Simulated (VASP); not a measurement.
Set up this calculation in VASP 6.6.1, as the native input.

| Item | Value |
| --- | --- |
| Task | single point |
| Functional | PBE |
| Potentials or basis | VASP PAW PBE potentials, release 64 (Ir, O) |
| Cutoff | 520 eV |
| k mesh | 6 × 6 × 4 |
| Occupations | gaussian, width 0.1 eV |
| Spin | collinear spin |
| Starting moments | [1.0, 1.0, 1.0, 0.0] μB |
| Dipole correction | no |
| Further INCAR settings | ALGO = Normal; EDIFF = 1e-07; NBANDS = 28 |

The structure of Ir3O lies in POSCAR:

```
Ir3O
1.0
    2.6782734400      0.0000000000      0.0000000000
   -1.3391367200      2.3194528400      0.0000000000
    0.0000000000      0.0000000000      6.7386237700
Ir O
3 1
Direct
    0.3333333300      0.6666666700      0.5000000000
    0.0000000000      0.0000000000      0.8033263700
    0.0000000000      0.0000000000      0.1966736300
    0.3333333300      0.6666666700      0.0000000000
```

The cell was built from a structure type or drawn by symmetry, and may not be a known phase.

One way to write it, as run:

INCAR

```
  PREC = Accurate
  ENCUT = 520
  EDIFF = 1E-7
  ISMEAR = 0
  SIGMA = 0.1
  LREAL = False
  LASPH = True
  NELM = 150
  ALGO = Normal
  ISIF = 2
  LWAVE = False
  LCHARG = False
  ISPIN = 2
  MAGMOM = 1 1 1 0
  LORBIT = 11
  LMAXMIX = 4
  GGA = PE
  NBANDS = 28
```

KPOINTS

```
regular mesh
0
Gamma
  6 6 4
```

Potentials or basis: VASP PAW PBE potentials, release 64 (Ir, O).

The run is started by

```sh
$ cat potpaw_PBE.64/Ir/POTCAR potpaw_PBE.64/O/POTCAR > POTCAR
$ mpirun -np 1 vasp_std > vasp.out
```

Results of the run:

```json
{
 "Pressure": "119.3 GPa",
 "Largest force": "5.992 eV/Å",
 "Net moment": "0.00 μB per cell",
 "Valence electrons inside the program's atomic spheres": "Ir 8.83, 8.93 (each value once); O 5.13"
}
```

Caveat: the k points lie up to 0.45 Å⁻¹ apart; forces of over 1 eV/Å act on the atoms, so gaps and moduli don't describe the material at rest.

It took 55 s on 1 thread of Intel(R) Xeon(R) Platinum 8259CL CPU @ 2.50GHz (Skylake/Cascade Lake), with other jobs on the host, peak memory 0.18 GiB.
